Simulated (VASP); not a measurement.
Set up this calculation in VASP 6.6.1, as the native input.

| Property | Result |
| --- | --- |
| Task | single point |
| Functional | PBEsol |
| Potentials or basis | VASP PAW PBE potentials, release 64 (C) |
| Cutoff | 520 eV |
| k mesh | 12 × 12 × 12 |
| Occupations | gaussian, width 0.01 eV |
| Spin | no spin polarisation |
| Dipole correction | no |
| Further INCAR settings | ALGO = Normal; EDIFF = 1e-06; NBANDS = 11 |

The structure of C lies in POSCAR:

```
C
1.0
    1.7742848629      1.7742848629      0.0000000000
   -1.7742848629      1.7742848629      0.0000000000
    0.0000000000      1.7742848629      1.7742848629
C
2
Direct
    0.5000000000      0.5000000000      0.0000000000
    0.7500000000      0.2500000000      0.5000000000
```

One way to write it, as run:

INCAR

```
  ALGO = Normal
  EDIFF = 1E-6
  ENCUT = 520
  GGA = PS
  ISIF = 2
  ISMEAR = 0
  LASPH = T
  LCHARG = T
  LELF = T
  LREAL = F
  LVHAR = T
  LWAVE = F
  NBANDS = 11
  NELM = 100
  PREC = Accurate
  SIGMA = 0.01
```

KPOINTS

```
k-points
0
Gamma
  12 12 12
```

Potentials or basis: VASP PAW PBE potentials, release 64 (C).

Run with:

```bash
$ cat potpaw_PBE.64/C/POTCAR > POTCAR
$ mpirun -np 1 vasp_std > vasp.out
```

It gave:

```
Pressure               : 3.1 GPa
Band gap on the k mesh : 4.07 eV, indirect (least direct gap 5.58 eV)
```

Caveat: the PAW data sets were made with another functional, which shifts forces and pressure a little.

It took 11 s on 1 thread of Intel Xeon 8259CL, with other jobs on the host, peak memory 0.12 GiB.
